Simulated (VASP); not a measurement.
# LaSc: single point with PBE

LaSc:

```
La Sc
1.0
     3.82586    0.00000    0.00000
     0.00000    3.82586    0.00000
     0.00000    0.00000    3.82586
La Sc
1 1
Cartesian
  0.0000 0.0000 0.0000
  1.9129 1.9129 1.9129
```

This cell differs from its parent crystal: volume scaled by 0.91.

| Quantity | Value |
| --- | --- |
| Program | VASP 6.6.1 |
| Task | single point |
| Functional | PBE |
| Potentials or basis | VASP PAW PBE potentials, release 64 (La, Sc_sv) |
| Cutoff | 520 eV |
| k mesh | 14 × 14 × 14 |
| Occupations | gaussian, width 0.1 eV |
| Spin | no spin polarisation |
| Dipole correction | no |
| Further INCAR settings | ALGO = Fast; EDIFF = 1e-06; NBANDS = 18 |

The pressure is 4.0 GPa and the band gap on the k mesh is zero (band 11 reaches 7.39 eV, above the bottom of band 12 at 6.62 eV).

Levels at points of the mesh, in eV from the Fermi level:
```
           k point  band 9  band 10  band 11  band 12  band 13  band 14
(0.00, 0.00, 0.00)   -4.05    -1.80    -1.80     2.34     2.40     2.40
(0.50, 0.00, 0.00)   -1.65    -0.78    -0.13     0.19     1.27     1.27
(0.50, 0.50, 0.00)   -2.59    -1.32     0.03     0.03     1.63     1.63
(0.50, 0.50, 0.50)   -1.00    -1.00    -1.00     1.82     2.43     2.44
```

Run time: 100 s on 1 thread of Intel(R) Xeon(R) 6975P-C (Granite Rapids), with other jobs on the host, peak memory 0.28 GiB.

Caveat: spin-orbit coupling is left out, which moves the levels of the heavy elements.
